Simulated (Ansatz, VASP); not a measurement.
# Two plane-wave programs on FeSi

File INCAR:

```
SYSTEM = FeSi
PREC = Accurate
ENCUT = 520
EDIFF = 1E-7
ISMEAR = 0
SIGMA = 0.01
LREAL = .False.
LASPH = .True.
NELM = 80
ALGO = Normal
ISIF = 2
LWAVE = .False.
LCHARG = .False.
GGA = CA
IBRION = 2
NSW = 80
EDIFFG = -0.003
```

File KPOINTS:

```
regular mesh
0
Gamma
  8 8 8
  0 0 0
```

The input POSCAR:

```
FeSi
1.0
    4.3800000000      0.0000000000      0.0000000000
    0.0000000000      4.3800000000      0.0000000000
    0.0000000000      0.0000000000      4.3800000000
Fe Si
4 4
Direct
    0.1365200000      0.1365200000      0.1365200000
    0.3634800000      0.8634800000      0.6365200000
    0.6365200000      0.3634800000      0.8634800000
    0.8634800000      0.6365200000      0.3634800000
    0.8424000000      0.8424000000      0.8424000000
    0.6576000000      0.1576000000      0.3424000000
    0.3424000000      0.6576000000      0.1576000000
    0.1576000000      0.3424000000      0.6576000000
```

Input for Ansatz:

```yaml
crystal:
  lattice:
    - [4.38, 0.0, 0.0]
    - [0.0, 4.38, 0.0]
    - [0.0, 0.0, 4.38]
  atoms:
    - { symbol: Fe, position: [0.13652, 0.13652, 0.13652] }
    - { symbol: Fe, position: [0.36348, 0.86348, 0.63652] }
    - { symbol: Fe, position: [0.63652, 0.36348, 0.86348] }
    - { symbol: Fe, position: [0.86348, 0.63652, 0.36348] }
    - { symbol: Si, position: [0.8424, 0.8424, 0.8424] }
    - { symbol: Si, position: [0.6576, 0.1576, 0.3424] }
    - { symbol: Si, position: [0.3424, 0.6576, 0.1576] }
    - { symbol: Si, position: [0.1576, 0.3424, 0.6576] }
scf:
  occupations: { method: fixed }
output:
  forces: true
  stress: true
  write_density: true
  write_potential: true
  elf: true
  volumetric_format: npy
hamiltonian:
  xc: lda
relax:
  f_tol: 0.003
kpoints:
  mp_grid: { grid: [8, 8, 8] }
```

Alike in both runs: task relaxation of the atoms; functional LDA; k mesh 8 × 8 × 8; no spin polarisation.

|  | VASP | Ansatz |
| --- | --- | --- |
| version | VASP 6.6.1 | Ansatz 0.2.0 |
| potentials or method | VASP PAW LDA potentials, release 64 (Fe, Si) | scalar-relativistic, plane waves, PAW |
| plane-wave cutoff (eV) | 520 | 420 |
| occupations | gaussian, width 0.01 eV | fixed |
| valence electrons in the cell | 48 | 80 |

Ansatz gave:

- gap on the k mesh at the Fermi level, each at its own relaxed structure (eV): 0.14

Question: What did VASP give for the same quantities?

Answer: gap on the k mesh at the Fermi level, each at its own relaxed structure (eV): 0.13.

LDA's correlation is that of Perdew and Zunger in VASP and of Perdew and Wang (1992) in Ansatz. VASP's potentials hold 48 valence electrons a cell and Ansatz's 80, so a difference there can come from the potentials and not from the codes. Ansatz's warnings: stress scf threshold loose.
